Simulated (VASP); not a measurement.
# Pd: single point with LDA

The system is Pd.

```
Pd
1.0
     0.00000    3.89300    3.89300
     3.89300    0.00000    3.89300
     3.89300    3.89300    0.00000
Pd
7
Direct
  0.00000 0.00000 0.50000
  0.00000 0.50000 0.00000
  0.00000 0.50000 0.50000
  0.50000 0.00000 0.00000
  0.50000 0.00000 0.50000
  0.50000 0.50000 0.00000
  0.50000 0.50000 0.50000
```

```yaml
Program: VASP 6.6.1
Task: single point
Functional: LDA
Potentials_or_basis: VASP PAW LDA potentials, release 64 (Pd)
Cutoff: 400 eV
k_mesh: 3 × 3 × 3
Occupations: gaussian, width 0.1 eV
Spin: no spin polarisation
Dipole_correction: no
Further_INCAR_settings: ALGO = Normal; EDIFF = 1e-06; NBANDS = 44
```

| Quantity | Value |
| --- | --- |
| Pressure | -15.3 GPa |
| Band gap on the k mesh | zero (bands 35 and 36 overlap by 0.79 eV) |

Levels at points of the mesh, in eV from the Fermi level:
| k point | band 30 | band 31 | band 32 | band 33 | band 34 | band 35 | band 36 | band 37 | band 38 | band 39 |
| --- | --- | --- | --- | --- | --- | --- | --- | --- | --- | --- |
| (0.00, 0.00, 0.00) | 0.12 | 0.12 | 0.12 | 0.15 | 0.42 | 0.42 | 0.42 | 1.16 | 1.75 | 1.75 |

It took 7.9 s on 1 thread of Intel(R) Xeon(R) 6975P-C (Granite Rapids) (shared host), peak memory 0.16 GiB.

Caveat: the k points lie up to 0.47 Å⁻¹ apart, too coarse for converged energies and pressures of a metal.
